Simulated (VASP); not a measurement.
Write the native input for VASP 6.6.1 that does the following.

| Property | Result |
| --- | --- |
| Task | single point |
| Functional | PBEsol |
| Potentials or basis | VASP PAW PBE potentials, release 64 (H) |
| Cutoff | 520 eV |
| k mesh | 11 × 11 × 11 |
| Occupations | fermi-dirac, width 0.05 eV |
| Spin | no spin polarisation |
| Dipole correction | no |
| Further INCAR settings | ALGO = Normal; EDIFF = 1e-07; NBANDS = 8 |

The structure of H lies in POSCAR:

```
H
1.0
   -1.7732065027      1.7732065027      2.2216766299
    1.7732065027     -1.7732065027      2.2216766299
    1.7732065027      1.7732065027     -2.2216766299
H
2
Direct
    0.0854320730      0.0854320730      0.0000000000
    0.9145679270      0.9145679270      0.0000000000
```

The input as run:

INCAR

```
SYSTEM = H
  ALGO = Normal
  EDIFF = 1E-7
  ENCUT = 520
  GGA = PS
  ISIF = 2
  ISMEAR = -1
  LASPH = .TRUE.
  LCHARG = .FALSE.
  LREAL = .FALSE.
  LWAVE = .FALSE.
  NBANDS = 8
  NELM = 80
  PREC = Accurate
  SIGMA = 0.05
```

KPOINTS

```
k-points
0
G
  11 11 11
  0 0 0
```

Potentials or basis: VASP PAW PBE potentials, release 64 (H).

Run with:

```sh
$ cat potpaw_PBE.64/H/POTCAR > POTCAR
$ mpirun -np 1 vasp_std > vasp.out
```

It gave:

The pressure is -0.1 GPa. The largest force is 0.005 eV/Å. The band gap on the k mesh is 9.02 eV, indirect (least direct gap 9.63 eV).

Caveat: the PAW data sets were made with another functional, which shifts forces and pressure a little.

Run time: 12 s on 1 thread of Intel(R) Xeon(R) 6975P-C (Granite Rapids) (shared host), peak memory 0.15 GiB.
